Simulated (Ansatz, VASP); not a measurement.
# One calculation of BN, two programs

File INCAR:

```
SYSTEM = BN
PREC = Accurate ; ENCUT = 520
EDIFF = 1E-6 ; ISMEAR = -1
SIGMA = 0.02 ; LREAL = .False.
LASPH = .True. ; NELM = 80
ALGO = Normal ; ISIF = 2
LWAVE = .False. ; LCHARG = .True.
GGA = PE ; LELF = .True.
LVHAR = .True. ; NBANDS = 16
```

KPOINTS

```
regular mesh
0
Gamma
  12 8 12
  0 0 0
```

The input POSCAR:

```
BN
1.0
   -1.8123558154      1.8123558154      0.0000000000
    0.0000000000      0.0000000000      3.6247116308
    1.8123558154      1.8123558154      0.0000000000
B N
2 2
Direct
    0.0000000000      0.0000000000      0.0000000000
    0.5000000000      0.5000000000      0.5000000000
    0.0000000000      0.2500000000      0.5000000000
    0.5000000000      0.7500000000      0.0000000000
```

Input for Ansatz:

```yaml
crystal:
  lattice:
    - [-1.8123558154, 1.8123558154, 0.0]
    - [0.0, 0.0, 3.6247116308]
    - [1.8123558154, 1.8123558154, 0.0]
  atoms:
    - { symbol: B, position: [0.0, 0.0, 0.0] }
    - { symbol: B, position: [0.5, 0.5, 0.5] }
    - { symbol: "N", position: [0.0, 0.25, 0.5] }
    - { symbol: "N", position: [0.5, 0.75, 0.0] }
kpoints:
  mp_grid: { grid: [12, 8, 12] }
scf:
  occupations: { method: fermi_dirac, width: 0.02 }
hamiltonian:
  xc: pbe
  pseudopotentials: { kind: all_electron, lapw: { basis_error: 0.001 } }
output:
  forces: true
  stress: true
  eigenvalues: true
```

Alike in both runs: task single point; functional PBE; k mesh 12 × 8 × 12; occupations fermi-dirac, width 0.02 eV; no spin polarisation.

```csv
,VASP,Ansatz
version,VASP 6.6.1,Ansatz 0.2.0
potentials or method,"VASP PAW PBE potentials, release 64 (B, N), cutoff 520 eV","all-electron LAPW, scalar-relativistic"
```

Ansatz gave:

- gap on the k mesh at the Fermi level (eV): 4.46
- pressure (GPa): 0.0

Estimate VASP's values.

gap on the k mesh at the Fermi level (eV): 4.45; pressure (GPa): 0.2.

Ansatz ran all-electron here, and VASP with PAW potentials.
